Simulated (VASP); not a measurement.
A run of VASP 6.6.1:

INCAR

```
SYSTEM = Lu
PREC = Accurate ; ENCUT = 520
EDIFF = 1E-6 ; ISMEAR = -1
SIGMA = 0.1 ; LREAL = .FALSE.
LASPH = .TRUE. ; NELM = 100
ALGO = Normal ; ISIF = 2
LWAVE = .FALSE. ; LCHARG = .TRUE.
GGA = PE ; LELF = .TRUE.
LVHAR = .TRUE. ; NBANDS = 18
```

KPOINTS

```
Automatic mesh
0
G
  14 14 14
  0 0 0
```

POSCAR

```
Lu
1.0
   -1.5979088713      1.5979088713      1.5979088713
    1.5979088713     -1.5979088713      1.5979088713
    1.5979088713      1.5979088713     -1.5979088713
Lu
1
Direct
    0.0000000000      0.0000000000      0.0000000000
```

Potentials or basis: VASP PAW PBE potentials, release 64 (Lu).

Command:

```sh
$ cat potpaw_PBE.64/Lu/POTCAR > POTCAR
$ mpirun -np 1 vasp_std > vasp.out
```

Hardware: 1 thread of AMD EPYC 7R43 64-Core Processor (Zen 3), with other jobs on the host.

Task: Estimate the wall time of this run.

Result: Wall time 48 s on 1 thread of AMD EPYC 7R43 64-Core Processor (Zen 3), on a shared host, peak memory 0.14 GiB. Counts: scf iterations 12, k points 104.
